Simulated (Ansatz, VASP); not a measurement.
## One calculation of MgO, two programs

```
Mg O
1.0
     0.00000    2.13515    2.13515
     2.13515    0.00000    2.13515
     2.13515    2.13515    0.00000
Mg O
1 1
Direct
  0.95609 0.95609 0.04391
  0.50000 0.50000 0.50000
```

Change from the starting cell: all Mg atoms moved +0.188 Å, as atom 1 towards its neighbour atom 2 (O) at 2.135 Å.

Alike in both runs: task single point; functional LDA; k mesh 6 × 6 × 6; occupations gaussian, width 0.05 eV; no spin polarisation.

|  | VASP | Ansatz |
| --- | --- | --- |
| version | VASP 6.6.1 | Ansatz 0.2.0 |
| potentials or method | VASP PAW LDA potentials, release 64 (Mg, O), cutoff 600 eV | scalar-relativistic, plane waves, PAW |
| valence electrons in the cell | 8 | 16 |

|  | VASP | Ansatz | Ansatz less VASP |
| --- | --- | --- | --- |
| gap on the k mesh at the Fermi level (eV) | 4.26 | 4.26 | -0.002 |
| least direct gap on the mesh (eV) | 4.26 | 4.26 | -0.002 |
| pressure (GPa) | -10.4 | -8.6 | +1.82 |
| traceless stress, the component that is largest in VASP (GPa) | 7.17 | 7.01 | -0.164 |
| rms of the force components (eV/Å) | 0.573 | 0.556 | -0.0166 |

LDA's correlation is that of Perdew and Zunger in VASP and of Perdew and Wang (1992) in Ansatz. Atom by atom the forces differ by 0.017 eV/Å (rms over components). VASP's potentials hold 8 valence electrons a cell and Ansatz's 16, so a difference there can come from the potentials and not from the codes.

The k mesh is coarse, so the values compare programs but aren't converged.
